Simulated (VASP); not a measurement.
Write the native input for VASP 6.6.1 that does the following.

```yaml
Task: electric field gradients
Functional: PBE
Potentials_or_basis: VASP PAW PBE potentials, release 64 (B, P)
Cutoff: 520 eV
k_mesh: 12 × 12 × 12
Occupations: fermi-dirac, width 0.08 eV
Spin: no spin polarisation
Dipole_correction: no
Further_INCAR_settings: ALGO = Normal; EDIFF = 1e-08; NBANDS = 11
```

The structure of BP lies in POSCAR:

```
BP
1.0
    0.0000000000      2.3062033336      2.3062033336
    2.3062033336      0.0000000000      2.3062033336
    2.3062033336      2.3062033336      0.0000000000
B P
1 1
Direct
    0.0000000000      0.0000000000      0.0000000000
    0.7500000000      0.7500000000      0.7500000000
```

This cell differs from its parent crystal: volume scaled by 1.05.

One way to write it, as run:

INCAR

```
PREC = Accurate
ENCUT = 520
EDIFF = 1E-8
ISMEAR = -1
SIGMA = 0.08
LREAL = F
LASPH = T
NELM = 80
ALGO = Normal
ISIF = 2
LWAVE = F
LCHARG = F
GGA = PE
LEFG = T
NBANDS = 11
```

KPOINTS

```
Automatic mesh
0
Gamma
  12 12 12
```

Potentials or basis: VASP PAW PBE potentials, release 64 (B, P).

Command:

```console
$ cat potpaw_PBE.64/B/POTCAR potpaw_PBE.64/P/POTCAR > POTCAR
$ mpirun -np 1 vasp_std > vasp.out
```

Results of the run:

| Property | Result |
| --- | --- |
| Pressure | -6.5 GPa |
| Band gap on the k mesh | 1.30 eV, indirect (least direct gap 3.33 eV) |

Caveat: without QUAD_EFG the Cq values of the log hold for a quadrupole moment of 1 mb, not for the nuclei.

Run time: 40 s on 1 thread of AMD EPYC 7R13 (shared host), peak memory 0.12 GiB.
